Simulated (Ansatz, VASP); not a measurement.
# Si3Bi: VASP beside Ansatz

```
Si Bi
1.0
     0.00000    3.41341    3.41341
     3.41341    0.00000    3.41341
     3.41341    3.41341    0.00000
Si Bi
3 1
Direct
  0.25000 0.25000 0.25000
  0.75000 0.75000 0.75000
  0.50000 0.50000 0.50000
  0.00000 0.00000 0.00000
```

Change from the starting cell: species swapped into the Ti3Os type (Fm-3m, No. 225).

Alike in both runs: functional PBE; k mesh 12 × 12 × 12; occupations gaussian, width 0.1 eV; no spin polarisation.

Ansatz relaxed the structure, and its values are those at the end. VASP's run is a single point on that final structure, the one shown.

```csv
,VASP,Ansatz
version,VASP 6.6.1,Ansatz 0.2.0
potentials or method,"VASP PAW PBE potentials, release 64 (Si, Bi_d), cutoff 520 eV","scalar-relativistic, plane waves, PAW"
valence electrons in the cell,27,27
```

|  | VASP | Ansatz | Ansatz less VASP |
| --- | --- | --- | --- |
| gap on the k mesh at the Fermi level (eV) | none | none | - |
| pressure (GPa) | 0.0 | 0.0 | +0.03 |

A gap of «none» marks a metal or a gap that the smearing closes.

Neither program's run includes spin-orbit coupling.
